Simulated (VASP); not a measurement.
Pd: single point with revPBE

Pd:

```
Pd
1.0
     0.00000    1.98370    1.98370
     1.98370    0.00000    1.98370
     1.98370    1.98370    0.00000
Pd
1
Cartesian
  0.0000 0.0000 0.0000
```

- Program: VASP 6.6.1
- Task: single point
- Functional: revPBE
- Potentials or basis: VASP PAW PBE potentials, release 64 (Pd)
- Cutoff: 520 eV
- k mesh: 12 × 12 × 12
- Occupations: fermi-dirac, width 0.05 eV
- Spin: no spin polarisation

| Item | Value |
| --- | --- |
| Pressure | -0.1 GPa |
| Band gap on the k mesh | zero (band 5 reaches 9.17 eV, above the bottom of band 6 at 7.74 eV) |

Levels at points of the mesh, in eV from the Fermi level:
| k point | band 1 | band 2 | band 3 | band 4 | band 5 | band 6 | band 7 | band 8 | band 9 | band 10 |
| --- | --- | --- | --- | --- | --- | --- | --- | --- | --- | --- |
| (0.00, 0.00, 0.00) | -6.64 | -2.56 | -2.56 | -2.56 | -1.10 | -1.10 | 17.18 | 21.66 | 21.66 | 21.66 |
| (0.50, 0.00, 0.00) | -4.83 | -2.60 | -2.60 | -0.01 | -0.01 | 1.20 | 6.94 | 16.53 | 20.62 | 20.62 |
| (0.50, 0.50, 0.00) | -4.89 | -4.63 | -0.04 | 0.27 | 0.27 | 3.42 | 10.25 | 12.97 | 12.97 | 20.80 |

Run time: 6 s on 1 thread of Intel(R) Xeon(R) Platinum 8559C (Emerald Rapids), on a shared host, peak memory 0.14 GiB.

Caveat: the PAW data sets were made with another functional, which shifts forces and pressure a little.
